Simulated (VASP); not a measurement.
Here is a VASP 6.6.1 calculation.

File INCAR:

```
SYSTEM = Ti
  ALGO = Normal
  EDIFF = 1E-6
  ENCUT = 520
  GGA = PE
  ISIF = 2
  ISMEAR = -1
  LASPH = .TRUE.
  LCHARG = .FALSE.
  LREAL = .FALSE.
  LWAVE = .FALSE.
  NBANDS = 12
  NELM = 60
  PREC = Accurate
  SIGMA = 0.08
```

Contents of KPOINTS:

```
k-points
0
G
  15 15 14
  0 0 0
```

File POSCAR:

```
Ti
1.0
    2.1070875856      0.0000000000      0.0000000000
   -1.0535437928      1.8247913772      0.0000000000
    0.0000000000      0.0000000000      2.0714670957
Ti
1
Direct
    0.0000000000      0.0000000000      0.0000000000
```

Potentials or basis: VASP PAW PBE potentials, release 64 (Ti_sv).

Launch:

```bash
$ cat potpaw_PBE.64/Ti_sv/POTCAR > POTCAR
$ mpirun -np 1 vasp_std > vasp.out
```

**Question.** Predict the pressure.

**Answer.** 299.4 GPa.

**Question.** Predict the band gap on the k mesh.

**Answer.** Zero (band 6 reaches 21.42 eV, above the bottom of band 7 at 17.92 eV).

Stress tensor (GPa, compression positive):
```
300.24   0.00   0.00
  0.00 300.24   0.00
  0.00   0.00 297.82
```
